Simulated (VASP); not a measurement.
# Pt4C in VASP: notebook

Pt4C is run at these levels: PBEsol; tasks: single point.

Everything below comes from runs of VASP 6.6.1. Logs are shortened: lines on timing, memory, paths and dates and some standing lists are left out, and cuts for length are marked.

**1. The cell of the first run**

The cell holds a slab with vacuum, 5 atoms: a = 2.770 Å, b = 3.918 Å, c = 21.097 Å, α = 90.00°, β = 90.00°, γ = 90.00°.

**2. Single point, PBEsol, collinear spin**

INCAR reads:

```
ALGO     = Normal         # electronic algorithm
DIPOL    = 0.5 0.5 0.333
EDIFF    = 1E-6           # SCF threshold, eV
ENCUT    = 520            # plane-wave cutoff, eV
GGA      = PS             # functional
GGA_COMPAT= F            
IDIPOL   = 3            
ISIF     = 2              # what is computed and relaxed
ISMEAR   = 0              # smearing method
ISPIN    = 2              # spin polarisation
LASPH    = T              # aspherical terms in the spheres
LCHARG   = F              # write CHGCAR
LDIPOL   = T            
LMAXMIX  = 4              # l up to which the mixer works
LORBIT   = 11             # projections on sites
LREAL    = F              # projectors in reciprocal space
LWAVE    = F              # write WAVECAR
MAGMOM   = 0 0 0 0 2      # initial moments
NBANDS   = 34             # bands
NELM     = 200            # most SCF steps
NELMDL   = -8           
PREC     = Accurate       # precision mode
SIGMA    = 0.1            # smearing width, eV
```

KPOINTS reads:

```
k-points
0
Gamma
  10 7 1
```

POSCAR reads:

```
Pt4C
1.0
    2.7704032196      0.0000000000      0.0000000000
    0.0000000000      3.9179418064      0.0000000000
    0.0000000000      0.0000000000     21.0969749094
Pt C
4 1
Direct
    0.5000000000      0.5000000000      0.1896006426
    0.0000000000      0.0000000000      0.2552594214
    0.5000000000      0.5000000000      0.3256256435
    0.0000000000      0.0000000000      0.3837979115
    0.0000000000      0.3333333333      0.5103563405
```

Potentials or basis: VASP PAW PBE potentials, release 64 (Pt, C).

Command:

```console
$ cat potpaw_PBE.64/Pt/POTCAR potpaw_PBE.64/C/POTCAR > POTCAR
$ mpirun -np 1 vasp_std > vasp.out
```

OUTCAR:

```text
EDIFF = 1E-6
   ENCUT = 520
   GGA = PS
   ISIF = 2
   ISMEAR = 0
   ISPIN = 2
   LASPH = T
   LORBIT = 11
   LREAL = F
   NELM = 200
   NELMDL = -8
   PREC = Accurate

 ion  position               nearest neighbor table
   1  0.500  0.500  0.190-   2 2.77   2 2.77   2 2.77   2 2.77   3 2.87
   2  0.000  0.000  0.255-   4 2.71   1 2.77   1 2.77   1 2.77   1 2.77   3 2.82   3 2.82   3 2.82
                             3 2.82
   3  0.500  0.500  0.326-   4 2.69   4 2.69   4 2.69   4 2.69   2 2.82   2 2.82   2 2.82   2 2.82
                             1 2.87
   4  0.000  0.000  0.384-   3 2.69   3 2.69   3 2.69   3 2.69   2 2.71
   5  0.000  0.333  0.510-

  LATTYP: Found a simple orthorhombic cell.
 ALAT       =     2.7704032196
 B/A-ratio  =     1.4142135624
 C/A-ratio  =     7.6151279208

  Lattice vectors:

 A1 = (   2.7704032196,   0.0000000000,   0.0000000000)
 A2 = (   0.0000000000,   3.9179418064,   0.0000000000)
 A3 = (   0.0000000000,   0.0000000000,  21.0969749094)

Analysis of symmetry for initial positions (statically):
=====================================================================
 Subroutine PRICEL returns:
 Original cell was already a primitive cell.

 Routine SETGRP: Setting up the symmetry group for a
 simple orthorhombic supercell.

 Subroutine GETGRP returns: Found  2 space group operations
 (whereof  2 operations were pure point group operations)
 out of a pool of  8 trial point group operations.

The static configuration has the point symmetry C_1h.

Analysis of symmetry for dynamics (positions and initial velocities):
=====================================================================
 Subroutine PRICEL returns:
 Original cell was already a primitive cell.

 Routine SETGRP: Setting up the symmetry group for a
 simple orthorhombic supercell.

 Subroutine GETGRP returns: Found  2 space group operations
 (whereof  2 operations were pure point group operations)
 out of a pool of  8 trial point group operations.

The dynamic configuration has the point symmetry C_1h.

Analysis of structural, dynamic, and magnetic symmetry:
=====================================================================
 Subroutine PRICEL returns:
 Original cell was already a primitive cell.

 Routine SETGRP: Setting up the symmetry group for a
 simple orthorhombic supercell.

 Subroutine GETGRP returns: Found  2 space group operations
 (whereof  2 operations were pure point group operations)
 out of a pool of  8 trial point group operations.

The overall configuration has the point symmetry C_1h.

 Subroutine INISYM returns: Found  2 space group operations
 (whereof  2 operations are pure point group operations),
 and found     1 'primitive' translations

----------------------------------------------------------------------------------------

                                     Primitive cell

  volume of cell :     228.9924

  direct lattice vectors                    reciprocal lattice vectors
     2.770403220  0.000000000  0.000000000     0.360958287  0.000000000  0.000000000
     0.000000000  3.917941806  0.000000000     0.000000000  0.255236052  0.000000000
     0.000000000  0.000000000 21.096974909     0.000000000  0.000000000  0.047400161

  length of vectors
     2.770403220  3.917941806 21.096974909     0.360958287  0.255236052  0.047400161

  position of ions in fractional coordinates (direct lattice)
     0.500000000  0.500000000  0.189600643
     0.000000000  0.000000000  0.255259421
     0.500000000  0.500000000  0.325625643
     0.000000000  0.000000000  0.383797911
     0.000000000  0.333333333  0.510356341

  ion indices of the primitive-cell ions
   primitive index   ion index
                 1           1
                 2           2
                 3           3
                 4           4
                 5           5

----------------------------------------------------------------------------------------
[... 32 lines left out ...]
  0.500000  0.000000  0.000000      1.000000
[... 16 lines left out ...]
  0.400000  0.428571  0.000000      4.000000
  0.500000  0.428571  0.000000      2.000000
   k-points           NKPTS =     24   k-points in BZ     NKDIM =     24   number of bands    NBANDS=     34
   number of dos      NEDOS =    301   number of ions     NIONS =      5
   total plane-waves  NPLWV = 115200
   dimension x,y,z NGX =    24 NGY =   30 NGZ =  160
   dimension x,y,z NGXF=    48 NGYF=   60 NGZF=  320
   ions per type =               4   1
   NGX,Y,Z   is equivalent  to a cutoff of  14.40, 12.73, 12.61 a.u.
   NGXF,Y,Z  is equivalent  to a cutoff of  28.80, 25.46, 25.22 a.u.
 SYSTEM =  unknown system
   PREC   = accura    normal or accurate (medium, high low for compatibility)
   ISTART =      0    job   : 0-new  1-cont  2-samecut
   ICHARG =      2    charge: 1-file 2-atom 10-const
   ISPIN  =      2    spin polarized calculation?
   LNONCOLLINEAR =      F non collinear calculations
   LSORBIT =      F    spin-orbit coupling
   LASPH  =      T    aspherical Exc in radial PAW
   ENCUT  =  520.0 eV  38.22 Ry    6.18 a.u.   5.15  7.28 39.23*2*pi/ulx,y,z
   NELM   =    200;   NELMIN=  2; NELMDL= -8     # of ELM steps
   EDIFF  = 0.1E-05   stopping-criterion for ELM
   LREAL  =      F    real-space projection
   EDIFFG = 0.1E-04   stopping-criterion for IOM
   NSW    =      0    number of steps for IOM
   IBRION =     -1    ionic relax: 0-MD 1-quasi-New 2-CG
   NFREE  =      0    steps in history (QN), initial steepest desc. (CG)
   ISIF   =      2    stress and relaxation
   ISYM   =      2    0-nonsym 1-usesym 2-fastsym
   POTIM  = 0.5000    time-step for ionic-motion
   TEBEG  =    0.0;   TEEND  =   0.0 temperature during run
   PSTRESS=    0.0 pullay stress
   NELECT =      44.0000    total number of electrons
   NUPDOWN=      -1.0000    fix difference up-down
   EMIN   =  10.00;   EMAX   =-10.00  energy-range for DOS
   EFERMI =   0.00;   METHOD = LEGACY
   ISMEAR =     0;   SIGMA  =   0.10  broadening in eV -4-tet -1-fermi 0-gaus
   EFERMI_NEDOS =   21; number of points for ismear=-14 and -15
   IALGO  =     38    algorithm
   IMIX   =      4    mixing-type and parameters
     AMIX     =   0.40;   BMIX     =  1.00
     AMIX_MAG =   1.60;   BMIX_MAG =  1.00
  volume/ion in A,a.u.               =      45.80       309.06
  Fermi-wavevector in a.u.,A,eV,Ry     =   0.944681  1.785189 12.142150  0.892423
  Thomas-Fermi vector in A             =   2.072510
   LORBIT       =     11    0 simple, 1 ext, 2 COOP (PROOUT), +10 PAW based schemes
   GGA     = PS    functional components
   LHFCALC =     F    Hartree Fock is set to
   AEXX    =    0.0000 exact exchange contribution
   IVDW    =     0    specifies the selected vdW correction
   LEPSILON=     F    determine dielectric tensor
   LRPA    =     F    only Hartree local field effects (RPA)
 spin polarized calculation
 Gauss-broadening in eV      SIGMA  =   0.10
  energy-cutoff  :      520.00
  volume of cell :      228.99
 maximum number of plane-waves:      6232
 NGX is ok and might be reduce to    24
   NGX = 11   NGY = 15   NGZ = 79

 dipolmoment           0.000000      0.000000     -0.001514 electrons x Angstroem

 number of electron      43.9999999 magnetization       1.0185430

 dipolmoment           0.000000      0.000000      0.022700 electrons x Angstroem

 Free energy of the ion-electron system (eV)
  ---------------------------------------------------
  ext. energy  EPLUGINS =         0.00000000
  ---------------------------------------------------
  free energy    TOTEN  =       -27.52160020 eV

  energy without entropy =      -27.48102095  energy(sigma->0) =      -27.50131057

 E-fermi :  -0.9880     XC(G=0):  -5.2863

 val. band max:       -0.9926881814   @ k =   0.3000   0.2857   0.0000
 cond. band min:      -0.9871471382   @ k =   0.4000   0.0000   0.0000
 fundamental gap:      0.0055410431
 Fermi energy:        -0.9880295549

 spin component 1

 k-point     1 :       0.0000    0.0000    0.0000
  band No.  band energies     occupation
      1     -10.5932      1.00000
      2      -9.8337      1.00000
      3      -7.4083      1.00000
      4      -7.3122      1.00000
      5      -6.2152      1.00000
      6      -6.1266      1.00000
[... 877 lines left out ...]
     33       7.7871      0.00000
     34       8.3909      0.00000
 Fermi energy:        -0.9880295549

 spin component 2

 k-point     1 :       0.0000    0.0000    0.0000
  band No.  band energies     occupation
      1      -9.9153      1.00000
      2      -8.7892      1.00000
      3      -7.4037      1.00000
      4      -7.3520      1.00000
      5      -6.2579      1.00000
      6      -6.1807      1.00000
[... 877 lines left out ...]
     33       7.9230      0.00000
     34       8.4455      0.00000

------------------------ aborting loop because EDIFF is reached ----------------------------------------

 vacuum level on the upper side and lower side of the slab       (xc-potential included)         0.029        -0.341

  FORCE on cell =-STRESS in cart. coord.  units (eV):
  Direction    XX          YY          ZZ          XY          YZ          ZX
  --------------------------------------------------------------------------------------
  -------------------------------------------------------------------------------------
  Total      -10.4793561     -7.1400221     -5.5330408      0.0000000     -1.3482519      0.0000000
  in kB      -73.3202658    -49.9561531    -38.7126859      0.0000000     -9.4332309      0.0000000
  external PRESSURE =     -53.9963683 kB  Pullay stress =       0.0000000 kB

 VOLUME and BASIS-vectors are now :
 -----------------------------------------------------------------------------
  energy-cutoff  :      520.00
  volume of cell :      228.99
      direct lattice vectors                 reciprocal lattice vectors
     2.770403220  0.000000000  0.000000000     0.360958287  0.000000000  0.000000000
     0.000000000  3.917941806  0.000000000     0.000000000  0.255236052  0.000000000
     0.000000000  0.000000000 21.096974909     0.000000000  0.000000000  0.047400161

 POSITION                                       TOTAL-FORCE (eV/Angst)
 -----------------------------------------------------------------------------------
      1.38520      1.95897      4.00000         0.000000      0.005811      1.012914
      0.00000      0.00000      5.38520         0.000000     -0.050047     -0.933371
      1.38520      1.95897      6.86972         0.000000      0.071982     -0.034250
      0.00000      0.00000      8.09697         0.000000      0.486373      1.415823
      0.00000      1.30598     10.76697         0.000000     -0.514118     -1.461116
 -----------------------------------------------------------------------------------
    total drift:                                0.000000      0.000145      0.000154

  FREE ENERGIE OF THE ION-ELECTRON SYSTEM (eV)
  ---------------------------------------------------
  free  energy   TOTEN  =       -27.5216001957 eV

  energy  without entropy=      -27.4810209462  energy(sigma->0) =      -27.50131057

 vacuum level on the upper side and lower side of the slab         4.888         4.502

 total charge

# of ion       s       p       d       tot
------------------------------------------
    1        0.599   0.346   8.054   8.999
    2        0.622   0.560   7.977   9.159
    3        0.635   0.579   7.985   9.200
    4        0.625   0.430   8.011   9.066
    5        1.047   0.890   0.000   1.937
--------------------------------------------------
tot          3.528   2.806  32.027  38.361

 magnetization (x)

# of ion       s       p       d       tot
------------------------------------------
    1        0.007   0.005  -0.032  -0.020
    2        0.001   0.004  -0.083  -0.078
    3        0.002   0.003  -0.077  -0.072
    4       -0.009   0.003  -0.189  -0.195
    5        0.028   0.642   0.000   0.670
--------------------------------------------------
tot          0.029   0.657  -0.381   0.304
```

Wall time 9.1 min (1 thread of Intel Xeon Platinum 8488C (Sapphire Rapids), shared host); peak memory 0.57 GiB.

What came out:

- Free energy: -27.5216 eV
- Largest force: 1.549 eV/Å
- Net moment: 1.02 μB per cell
- Site moments: Pt -0.02, -0.08, -0.07, -0.20; C +0.67 μB
- Valence electrons inside the program's atomic spheres: Pt 9.00, 9.16, 9.20, 9.07; C 1.94

Forces in eV/Å, atoms in the order of the input:
```
Pt   0.000  0.006  1.013
Pt   0.000 -0.050 -0.933
Pt   0.000  0.072 -0.034
Pt   0.000  0.486  1.416
C    0.000 -0.514 -1.461
```

Caveat: the PAW data sets were made with another functional, which shifts forces and pressure a little; spin-orbit coupling is left out, which moves the levels of the heavy elements.

**3. Single point, PBEsol, collinear spin**

INCAR reads:

```
SYSTEM = Pt4C
  ALGO = Normal
  DIPOL = 0.5 0.5 0.325
  EDIFF = 1E-6
  ENCUT = 520
  GGA = PS
  GGA_COMPAT = .FALSE.
  IDIPOL = 3
  ISIF = 2
  ISMEAR = 0
  ISPIN = 2
  LASPH = .TRUE.
  LCHARG = .TRUE.
  LDIPOL = .TRUE.
  LELF = .TRUE.
  LMAXMIX = 4
  LORBIT = 11
  LREAL = .FALSE.
  LVACPOTAV = .TRUE.
  LVHAR = .TRUE.
  LWAVE = .FALSE.
  MAGMOM = 0 0 0 0 2
  NBANDS = 34
  NELM = 200
  NELMDL = -8
  PREC = Accurate
  SIGMA = 0.1
```

KPOINTS reads:

```
k-points
0
G
  10 7 1
  0 0 0
```

Changes to POSCAR since step 2:

```diff
@@ -12,2 +12,2 @@
     0.0000000000      0.0000000000      0.3837979115
-    0.0000000000      0.3333333333      0.5103563405
+    0.0000000000      0.1666666667      0.4691182007
```

Potentials or basis: VASP PAW PBE potentials, release 64 (Pt, C).

Command:

```console
$ cat potpaw_PBE.64/Pt/POTCAR potpaw_PBE.64/C/POTCAR > POTCAR
$ mpirun -np 1 vasp_std > vasp.out
```

It took 16 min on 1 thread of Intel Xeon Platinum 8259CL at 2.50GHz (Skylake/Cascade Lake), shared host; peak memory 0.58 GiB.

Results (log left out):

```yaml
Free_energy: -31.0614 eV
Largest_force: 4.390 eV/Å
Band_gap_on_the_k_mesh: zero (filled and empty bands overlap)
Net_moment: 0.00 μB per cell
Valence_electrons_inside_the_program's_atomic_spheres: Pt 9.01, 9.19, 9.26, 9.41; C 2.06
```

Forces on the atoms (eV/Å):
```
Pt   0.000 -0.012  0.917
Pt   0.000 -0.141 -0.928
Pt   0.000  0.242 -0.581
Pt   0.000  1.455  4.142
C    0.000 -1.544 -3.551
```

Levels at points of the mesh, in eV from the Fermi level:
Spin up:
| k point | band 18 | band 19 | band 20 | band 21 | band 22 | band 23 | band 24 | band 25 | band 26 | band 27 |
| --- | --- | --- | --- | --- | --- | --- | --- | --- | --- | --- |
| (0.00, 0.00, 0.00) | -1.36 | -1.22 | -1.01 | -0.54 | -0.29 | -0.08 | 0.31 | 0.72 | 2.99 | 3.06 |
| (0.50, 0.00, 0.00) | -0.52 | -0.46 | -0.13 | 0.07 | 0.25 | 1.67 | 1.84 | 2.08 | 2.36 | 2.41 |
Spin down:
```
           k point  band 20  band 21  band 22  band 23  band 24  band 25
(0.00, 0.00, 0.00)    -1.01    -0.54    -0.29    -0.08     0.31     0.72
(0.50, 0.00, 0.00)    -0.13     0.07     0.25     1.67     1.84     2.08
```

Caveat: the PAW data sets were made with another functional, which shifts forces and pressure a little; spin-orbit coupling is left out, which moves the levels of the heavy elements.

The gap in the log of VASP goes by the Fermi energy; the results here count the filled bands.